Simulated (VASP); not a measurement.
# SnO (P4/nmm) in VASP: notebook

SnO is run at these levels: PBE+D3(BJ); tasks: single point, relaxation of shape and atoms at fixed volume.

Everything below comes from runs of VASP 6.6.1. Logs are shortened: lines on timing, memory, paths and dates and some standing lists are left out, and cuts for length are marked.

## (1) The cell of the first run

Symmetry: P4/nmm, No. 129, tetragonal system. Conventional cell: a = 3.837 Å, b = 3.837 Å, c = 4.759 Å, α = 90.00°, β = 90.00°, γ = 90.00°. Sn (site symmetry 4mm) has 4 O at 2.24 Å within 3.0 Å. O (site symmetry -4m2) has 4 Sn at 2.24 Å and 4 O at 2.71 Å within 3.0 Å.

## (2) Single point, PBE+D3(BJ)

File INCAR:

```
  PREC = Accurate
  ENCUT = 600
  EDIFF = 1E-6
  ISMEAR = 0
  SIGMA = 0.1
  LREAL = False
  LASPH = True
  NELM = 120
  ALGO = Normal
  ISIF = 2
  LWAVE = False
  LCHARG = True
  GGA = PE
  IVDW = 12
  LELF = True
  LVHAR = True
  NBANDS = 94
  GGA_COMPAT = False
```

File KPOINTS:

```
Automatic mesh
0
Gamma
  5 5 5
```

File POSCAR:

```
SnO
1.0
    3.8365550865      3.8365550865     -4.7594503556
   -3.8365550865      3.8365550865      4.7594503556
    3.8365550865     -3.8365550865      4.7594503556
Sn O
8 8
Direct
    0.2500000000      0.1217339966      0.3717339966
    0.2500000000      0.6217339966      0.8717339966
    0.7500000000      0.6217339966      0.3717339966
    0.7500000000      0.1217339966      0.8717339966
    0.2500000000      0.6282660035      0.3782660034
    0.2500000000      0.1282660035      0.8782660034
    0.7500000000      0.1282660035      0.3782660034
    0.7500000000      0.6282660035      0.8782660034
    0.0000000000      0.0000000000      0.0000000000
    0.0000000000      0.5000000000      0.5000000000
    0.5000000000      0.5000000000      0.0000000000
    0.5000000000      0.0000000000      0.5000000000
    0.5000000000      0.2500000000      0.2500000000
    0.5000000000      0.7500000000      0.7500000000
    0.0000000000      0.7500000000      0.2500000000
    0.0000000000      0.2500000000      0.7500000000
```

Potentials or basis: VASP PAW PBE potentials, release 64 (Sn_d, O).

Command:

```
$ cat potpaw_PBE.64/Sn_d/POTCAR potpaw_PBE.64/O/POTCAR > POTCAR
$ mpirun -np 1 vasp_std > vasp.out
```

OUTCAR:

```text
PREC = Accurate
   ENCUT = 600
   EDIFF = 1E-6
   ISMEAR = 0
   LREAL = False
   LASPH = True
   NELM = 120
   ISIF = 2
   GGA = PE
   IVDW = 12
 IVDW          = 12

 ion  position               nearest neighbor table
   1  0.250  0.122  0.372-   9 2.24  12 2.24  13 2.24  15 2.24   5 3.57   7 3.57   8 3.57   6 3.57
                             6 3.65   7 3.65   8 3.65   5 3.65
   2  0.250  0.622  0.872-  10 2.24  11 2.24  14 2.24  16 2.24   6 3.57   8 3.57   7 3.57   5 3.57
                             5 3.65   7 3.65   8 3.65   6 3.65
   3  0.750  0.622  0.372-  10 2.24  11 2.24  13 2.24  15 2.24   7 3.57   5 3.57   6 3.57   8 3.57
                             8 3.65   5 3.65   6 3.65   7 3.65
   4  0.750  0.122  0.872-   9 2.24  12 2.24  14 2.24  16 2.24   8 3.57   6 3.57   5 3.57   7 3.57
                             7 3.65   5 3.65   6 3.65   8 3.65
   5  0.250  0.628  0.378-  12 2.24  15 2.24  14 2.24  10 2.24   1 3.57   4 3.57   3 3.57   2 3.57
                             2 3.65   3 3.65   4 3.65   1 3.65
   6  0.250  0.128  0.878-  11 2.24  16 2.24  13 2.24   9 2.24   2 3.57   3 3.57   4 3.57   1 3.57
                             1 3.65   4 3.65   3 3.65   2 3.65
   7  0.750  0.128  0.378-  10 2.24  13 2.24  12 2.24  16 2.24   3 3.57   2 3.57   1 3.57   4 3.57
                             4 3.65   1 3.65   2 3.65   3 3.65
   8  0.750  0.628  0.878-   9 2.24  14 2.24  11 2.24  15 2.24   4 3.57   1 3.57   2 3.57   3 3.57
                             3 3.65   2 3.65   1 3.65   4 3.65
   9  0.000  0.000  0.000-   8 2.24   4 2.24   1 2.24   6 2.24
  10  0.000  0.500  0.500-   7 2.24   3 2.24   2 2.24   5 2.24
  11  0.500  0.500  0.000-   6 2.24   3 2.24   2 2.24   8 2.24
  12  0.500  0.000  0.500-   5 2.24   4 2.24   1 2.24   7 2.24
  13  0.500  0.250  0.250-   7 2.24   3 2.24   1 2.24   6 2.24
  14  0.500  0.750  0.750-   8 2.24   4 2.24   2 2.24   5 2.24
  15  0.000  0.750  0.250-   5 2.24   3 2.24   1 2.24   8 2.24
  16  0.000  0.250  0.750-   6 2.24   4 2.24   2 2.24   7 2.24

  LATTYP: Found a body centered tetragonal cell.
 ALAT       =     7.6731101730
 C/A-ratio  =     1.2405531130

  Lattice vectors:

 A1 = (   3.8365550865,  -3.8365550865,  -4.7594503556)
 A2 = (  -3.8365550865,   3.8365550865,  -4.7594503556)
 A3 = (   3.8365550865,   3.8365550865,   4.7594503556)

Analysis of symmetry for initial positions (statically):
=====================================================================
 Subroutine PRICEL returns following result:

  LATTYP: Found a simple tetragonal cell.
 ALAT       =     3.8365550865
 C/A-ratio  =     1.2405531130

  Lattice vectors:

 A1 = (  -3.8365550865,   0.0000000000,   0.0000000000)
 A2 = (   0.0000000000,  -3.8365550865,   0.0000000000)
[... 145 lines left out ...]
   PSTRESS=    0.0 pullay stress
   NELECT =     160.0000    total number of electrons
   NUPDOWN=      -1.0000    fix difference up-down
   EMIN   =  10.00;   EMAX   =-10.00  energy-range for DOS
   EFERMI =   0.00;   METHOD = LEGACY
   ISMEAR =     0;   SIGMA  =   0.10  broadening in eV -4-tet -1-fermi 0-gaus
   EFERMI_NEDOS =   21; number of points for ismear=-14 and -15
   IALGO  =     38    algorithm
   IMIX   =      4    mixing-type and parameters
     AMIX     =   0.40;   BMIX     =  1.00
     AMIX_MAG =   1.60;   BMIX_MAG =  1.00
  volume/ion in A,a.u.               =      17.51       118.19
  Fermi-wavevector in a.u.,A,eV,Ry     =   1.358152  2.566534 25.096979  1.844576
  Thomas-Fermi vector in A             =   2.485009
   LORBIT       =      0    0 simple, 1 ext, 2 COOP (PROOUT), +10 PAW based schemes
   GGA     = PE    functional components
   LHFCALC =     F    Hartree Fock is set to
   AEXX    =    0.0000 exact exchange contribution
   IVDW    =    12    specifies the selected vdW correction
   LEPSILON=     F    determine dielectric tensor
   LRPA    =     F    only Hartree local field effects (RPA)
 non-spin polarized calculation
 Gauss-broadening in eV      SIGMA  =   0.10
  energy-cutoff  :      600.00
  volume of cell :      280.22
 maximum number of plane-waves:      9391
 NGX is ok and might be reduce to    60

 number of electron     160.0000031 magnetization

 Free energy of the ion-electron system (eV)
  ---------------------------------------------------
  ext. energy  EPLUGINS =         0.00000000
  ---------------------------------------------------
  free energy    TOTEN  =       -90.77658085 eV

  energy without entropy =      -90.77320424  energy(sigma->0) =      -90.77489254

 E-fermi :   7.1423     XC(G=0): -10.2784

 val. band max:        7.0960577142   @ k =   0.0000   0.0000   0.0000
 cond. band min:       7.5225510294   @ k =   0.2000   0.0000   0.0000
 fundamental gap:      0.4264933152
 Fermi energy:         7.1423334216

 k-point     1 :       0.0000    0.0000    0.0000
  band No.  band energies     occupation
      1     -14.8321      2.00000
      2     -14.7749      2.00000
      3     -14.7749      2.00000
      4     -14.7176      2.00000
      5     -14.7176      2.00000
      6     -14.7176      2.00000
[... 1699 lines left out ...]
     91      11.0913      0.00000
     92      11.5226      0.00000
 [bands above 92 left out]

------------------------ aborting loop because EDIFF is reached ----------------------------------------

 Edisp (eV)   -3.75817

 E8    (eV) :    -1.6308

  FORCE on cell =-STRESS in cart. coord.  units (eV):
  Direction    XX          YY          ZZ          XY          YZ          ZX
  --------------------------------------------------------------------------------------
  -------------------------------------------------------------------------------------
  Total       0.19328     0.19328     0.26174     0.00000     0.00000     0.00000
  in kB       1.10506     1.10506     1.49649     0.00000     0.00000     0.00000
  external pressure =        1.24 kB  Pullay stress =        0.00 kB

 VOLUME and BASIS-vectors are now :
 -----------------------------------------------------------------------------
  energy-cutoff  :      600.00
  volume of cell :      280.22
      direct lattice vectors                 reciprocal lattice vectors
     3.836555087  3.836555087 -4.759450356     0.130325250  0.130325250  0.000000000
    -3.836555087  3.836555087  4.759450356     0.000000000  0.130325250  0.105054148
     3.836555087 -3.836555087  4.759450356     0.130325250  0.000000000  0.105054148

 POSITION                                       TOTAL-FORCE (eV/Angst)
 -----------------------------------------------------------------------------------
      1.91828      0.00000      1.15877         0.000000      0.000000      0.081686
      1.91828      0.00000      5.91822         0.000000      0.000000      0.081686
      1.91828      3.83656      1.15877         0.000000      0.000000      0.081686
      5.75483      0.00000      1.15877         0.000000      0.000000      0.081686
     -0.00000      1.91828      3.60068         0.000000      0.000000     -0.081686
      3.83656     -1.91828      3.60068         0.000000      0.000000     -0.081686
[... 8 lines left out ...]
     -1.91828      1.91828      4.75945        -0.000000      0.000000     -0.000000
      1.91828     -1.91828      4.75945        -0.000000      0.000000     -0.000000
 -----------------------------------------------------------------------------------
    total drift:                                0.000000      0.000001      0.000001

  FREE ENERGIE OF THE ION-ELECTRON SYSTEM (eV)
  ---------------------------------------------------
  free  energy   TOTEN  =       -94.5347527307 eV

  energy  without entropy=      -94.5313761259  energy(sigma->0) =      -94.53306443
```

It took 16 min on 1 thread of Intel Xeon Platinum 8259CL at 2.50GHz (Skylake/Cascade Lake), shared host; peak memory 0.76 GiB.

What came out:

```yaml
Free_energy: -94.5348 eV
Pressure: 0.1 GPa
Largest_force: 0.082 eV/Å
Dispersion_energy_per_atom: -0.235 eV
```

Forces on the atoms (eV/Å):
```
Sn   0.000  0.000  0.082
Sn   0.000  0.000  0.082
Sn   0.000  0.000  0.082
Sn   0.000  0.000  0.082
Sn   0.000  0.000 -0.082
Sn   0.000  0.000 -0.082
Sn   0.000  0.000 -0.082
Sn   0.000  0.000 -0.082
O    0.000  0.000  0.000
O    0.000  0.000  0.000
O    0.000  0.000  0.000
O    0.000  0.000  0.000
O    0.000  0.000  0.000
O    0.000  0.000  0.000
O    0.000  0.000  0.000
O    0.000  0.000  0.000
```

Caveat: spin-orbit coupling is left out, which moves the levels of the heavy elements.

## (3) Single point, PBE+D3(BJ)

This run uses another cell than the first one: it holds 4 atoms, not 16.

File INCAR:

```
ALGO = Normal ; EDIFF = 1E-6
ENCUT = 910 ; GGA = PE
GGA_COMPAT = False ; ISIF = 2
ISMEAR = 0 ; IVDW = 12
LASPH = True ; LCHARG = False
LREAL = False ; LWAVE = False
NBANDS = 28 ; NELM = 120
PREC = Accurate ; SIGMA = 0.1
```

File KPOINTS:

```
k-points
0
Gamma
  6 6 4
```

File POSCAR:

```
SnO
1.0
    3.7986000000      0.0000000000      0.0000000000
    0.0000000000      3.7986000000      0.0000000000
    0.0000000000      0.0000000000      4.8408000000
Sn O
2 2
Direct
    0.5000000000      0.0000000000      0.2369000000
    0.0000000000      0.5000000000      0.7631000000
    0.0000000000      0.0000000000      0.0000000000
    0.5000000000      0.5000000000      0.0000000000
```

Potentials or basis: VASP PAW PBE potentials, release 64 (Sn_d, O_h).

Command:

```
$ cat potpaw_PBE.64/Sn_d/POTCAR potpaw_PBE.64/O_h/POTCAR > POTCAR
$ mpirun -np 1 vasp_std > vasp.out
```

OUTCAR:

```text
EDIFF = 1E-6
   ENCUT = 910
   GGA = PE
   ISIF = 2
   ISMEAR = 0
   IVDW = 12
   LASPH = True
   LREAL = False
   NELM = 120
   PREC = Accurate
 IVDW          = 12

 ion  position               nearest neighbor table
   1  0.500  0.000  0.237-   3 2.22   4 2.22   4 2.22   3 2.22   2 3.53   2 3.53   2 3.53   2 3.53
                             2 3.70   2 3.70   2 3.70   2 3.70
   2  0.000  0.500  0.763-   3 2.22   4 2.22   3 2.22   4 2.22   1 3.53   1 3.53   1 3.53   1 3.53
                             1 3.70   1 3.70   1 3.70   1 3.70
   3  0.000  0.000  0.000-   1 2.22   2 2.22   2 2.22   1 2.22
   4  0.500  0.500  0.000-   1 2.22   2 2.22   1 2.22   2 2.22

  LATTYP: Found a simple tetragonal cell.
 ALAT       =     3.7986000000
 C/A-ratio  =     1.2743642395

  Lattice vectors:

 A1 = (   3.7986000000,   0.0000000000,   0.0000000000)
 A2 = (   0.0000000000,   3.7986000000,   0.0000000000)
 A3 = (   0.0000000000,   0.0000000000,   4.8408000000)

Analysis of symmetry for initial positions (statically):
=====================================================================
 Subroutine PRICEL returns:
 Original cell was already a primitive cell.

[... 177 lines left out ...]

 val. band max:        7.4710221609   @ k =   0.0000   0.0000   0.0000
 cond. band min:       7.5435080895   @ k =   0.5000   0.5000   0.0000
 fundamental gap:      0.0724859286
 Fermi energy:         7.5005335783

 k-point     1 :       0.0000    0.0000    0.0000
  band No.  band energies     occupation
      1     -14.6094      2.00000
      2     -14.1525      2.00000
      3     -14.1525      2.00000
      4     -14.1499      2.00000
      5     -14.1051      2.00000
      6     -14.0980      2.00000
[... 733 lines left out ...]
     27      16.4239      0.00000
     28      16.4239      0.00000

 [... further k-points ...]

------------------------ aborting loop because EDIFF is reached ----------------------------------------

 Edisp (eV)   -0.94143

 E8    (eV) :    -0.4083

  FORCE on cell =-STRESS in cart. coord.  units (eV):
  Direction    XX          YY          ZZ          XY          YZ          ZX
  --------------------------------------------------------------------------------------
  -------------------------------------------------------------------------------------
  Total       1.33652     1.33652     0.88579     0.00000     0.00000     0.00000
  in kB      30.65642    30.65642    20.31787     0.00000     0.00000     0.00000
  external pressure =       27.21 kB  Pullay stress =        0.00 kB

 VOLUME and BASIS-vectors are now :
 -----------------------------------------------------------------------------
  energy-cutoff  :      910.00
  volume of cell :       69.85
      direct lattice vectors                 reciprocal lattice vectors
     3.798600000  0.000000000  0.000000000     0.263254883  0.000000000  0.000000000
     0.000000000  3.798600000  0.000000000     0.000000000  0.263254883  0.000000000
     0.000000000  0.000000000  4.840800000     0.000000000  0.000000000  0.206577425

 POSITION                                       TOTAL-FORCE (eV/Angst)
 -----------------------------------------------------------------------------------
      1.89930      0.00000      1.14679         0.000000      0.000000      0.611098
      0.00000      1.89930      3.69401        -0.000000      0.000000     -0.611098
      0.00000      0.00000      0.00000         0.000000      0.000000      0.000000
      1.89930      1.89930      0.00000         0.000000      0.000000      0.000000
 -----------------------------------------------------------------------------------
    total drift:                               -0.000000      0.000000      0.000000

  FREE ENERGIE OF THE ION-ELECTRON SYSTEM (eV)
  ---------------------------------------------------
  free  energy   TOTEN  =       -23.6158066913 eV

  energy  without entropy=      -23.6143772425  energy(sigma->0) =      -23.61509197
```

stdout:

```text
POSCAR found type information on POSCAR SnO
 POSCAR found :  2 types and       4 ions
 scaLAPACK will be used
 LDA part: xc-table for (Slater+PW92), standard interpolation
 POSCAR, INCAR and KPOINTS ok, starting setup
 FFT: planning ... GRIDC
 FFT: planning ... GRID_SOFT
 FFT: planning ... GRID
 WAVECAR not read
 entering main loop
```

Wall time 89 s (1 thread of Intel Xeon Platinum 8488C (Sapphire Rapids), shared host); peak memory 0.33 GiB.

What came out:

```
Free energy                : -23.6158 eV
Pressure                   : 2.7 GPa
Largest force              : 0.611 eV/Å
Band gap on the k mesh     : 0.07 eV (least direct gap 1.98 eV)
Dispersion energy per atom : -0.235 eV
```

Forces on the atoms (eV/Å):
```
Sn   0.000  0.000  0.611
Sn   0.000  0.000 -0.611
O    0.000  0.000  0.000
O    0.000  0.000  0.000
```

Levels at points of the mesh, in eV from the valence-band top:
| k point | band 16 | band 17 | band 18 | band 19 | band 20 | band 21 | band 22 | band 23 | band 24 | band 25 |
| --- | --- | --- | --- | --- | --- | --- | --- | --- | --- | --- |
| (0.00, 0.00, 0.00) | -6.38 | -3.56 | -3.27 | -3.27 | 0.00 | 2.09 | 4.32 | 4.70 | 4.70 | 5.72 |
| (0.50, 0.00, 0.00) | -5.10 | -4.95 | -4.95 | -2.75 | -2.75 | 3.18 | 3.18 | 5.93 | 5.93 | 5.98 |
| (0.50, 0.50, 0.00) | -5.24 | -2.60 | -2.60 | -1.91 | -1.91 | 0.07 | 0.07 | 4.46 | 4.46 | 7.24 |
| (0.00, 0.00, 0.50) | -3.63 | -3.28 | -3.28 | -3.13 | -2.28 | 1.67 | 2.97 | 2.97 | 3.68 | 7.89 |
| (0.50, 0.00, 0.50) | -5.56 | -4.91 | -4.91 | -1.78 | -1.78 | 2.56 | 2.56 | 5.44 | 5.44 | 6.68 |
| (0.50, 0.50, 0.50) | -5.68 | -2.69 | -2.69 | -2.60 | -2.60 | 2.33 | 2.33 | 4.03 | 4.03 | 5.60 |

Caveat: the cutoff is under 1.25 times the usual one of these potentials, so pressure, stress and relaxed cells hold a basis-set (Pulay) error; spin-orbit coupling is left out, which moves the levels of the heavy elements.

(Continued in part 2 of 2.)
